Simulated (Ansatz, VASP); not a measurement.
Au in VASP and in Ansatz

Contents of INCAR:

```
ALGO = Normal
EDIFF = 1E-7
EDIFFG = -0.05
ENCUT = 600
GGA = PS
IBRION = 2
ISIF = 3
ISMEAR = 0
LASPH = T
LCHARG = F
LREAL = F
LWAVE = F
NELM = 100
NSW = 80
PREC = Accurate
SIGMA = 0.1
```

Contents of KPOINTS:

```
k-points
0
Gamma
  12 12 4
```

Contents of POSCAR:

```
Au
1.0
    2.7449093946      0.0000000000      0.0000000000
   -1.3724546973      2.3771612668      0.0000000000
    0.0000000000      0.0000000000      4.4910879075
Au
2
Direct
    0.3333333333      0.6666666667      0.2500000000
    0.6666666667      0.3333333333      0.7500000000
```

Input for Ansatz:

```yaml
crystal:
  lattice:
    - [2.7449093946, 0.0, 0.0]
    - [-1.3724546973, 2.3771612668, 0.0]
    - [0.0, 0.0, 4.4910879075]
  atoms:
    - { symbol: Au, position: [0.3333333333, 0.6666666667, 0.25] }
    - { symbol: Au, position: [0.6666666667, 0.3333333333, 0.75] }
basis:
  ecutwfc: 420
kpoints:
  mp_grid: { grid: [12, 12, 4] }
hamiltonian:
  xc: pbesol
scf:
  occupations: { method: gaussian, width: 0.1 }
output:
  forces: true
  stress: true
  eigenvalues: true
relax:
  adjacent_minimum: "off"
  f_tol: 0.05
  max_steps: 60
  cell: { stress_tol: 0.5 }
```

Alike in both runs: task relaxation of cell and atoms; functional PBEsol; k mesh 12 × 12 × 4; occupations gaussian, width 0.1 eV; no spin polarisation.

|  | VASP | Ansatz |
| --- | --- | --- |
| version | VASP 6.6.1 | Ansatz 0.2.0 |
| potentials or method | VASP PAW PBE potentials, release 64 (Au), cutoff 600 eV | scalar-relativistic, plane waves, PAW |
| valence electrons in the cell | 22 | 38 |

```tsv
	VASP	Ansatz	Ansatz less VASP
gap on the k mesh at the Fermi level, each at its own relaxed structure (eV)	none	none	-
relaxed volume (Å³/atom)	17.00	17.03	+0.033
relaxed cell length with the largest relative difference (Å)	2.869	2.874	+0.0048
```

VASP's potentials were made for PBE, not for PBEsol. A gap of «none» marks a metal or a gap that the smearing closes. VASP's potentials hold 22 valence electrons a cell and Ansatz's 38, so a difference there can come from the potentials and not from the codes.

Neither program's run includes spin-orbit coupling. Noted on VASP's run: the volume moved by over 15 % at a fixed basis, so the end points are rough.
